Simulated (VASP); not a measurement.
The system is BaTiO3.

```
Ba Ti O
1.0
     4.00768    0.00000    0.00000
     0.00000    4.00768    0.00000
     0.00000    0.00000    4.00768
Ba Ti O
1 1 3
Direct
  0.50000 0.50000 0.50000
  0.00000 0.00000 0.00000
  0.50000 0.00000 0.00000
  0.00000 0.50000 0.00000
  0.00000 0.00000 0.50000
```

| Quantity | Value |
| --- | --- |
| Program | VASP 6.6.1 |
| Task | relaxation of cell and atoms |
| Functional | PBE |
| Potentials or basis | VASP PAW PBE potentials, release 64 (Ba_sv, Ti_sv, O) |
| Cutoff | 600 eV |
| k mesh | 8 × 8 × 8 |
| Occupations | gaussian, width 0.02 eV |
| Spin | no spin polarisation |

At the start: pressure 3.0 GPa; volume 12.87 Å³/atom.

Where does the relaxation end?

Over 3 steps the energy falls by 2.2 meV/atom and the volume is 13.11 Å³/atom (+1.8 %); space group Pm-3m (No. 221, to 0.1 Å) before and after.

Step by step:
```csv
step,energy change (eV),largest force (eV/Å),pressure (GPa),volume (Å³)
1,0.0000,0.0000,3.04,64.37
2,-0.0014,0.0000,-2.65,66.67
3,-0.0109,0.0000,0.00,65.55
```

Final structure:
```
Ba Ti O
1.0
     4.03193    0.00000    0.00000
     0.00000    4.03193    0.00000
     0.00000    0.00000    4.03193
Ba Ti O
1 1 3
Direct
  0.50000 0.50000 0.50000
  0.00000 0.00000 0.00000
  0.50000 0.00000 0.00000
  0.00000 0.50000 0.00000
  0.00000 0.00000 0.50000
```
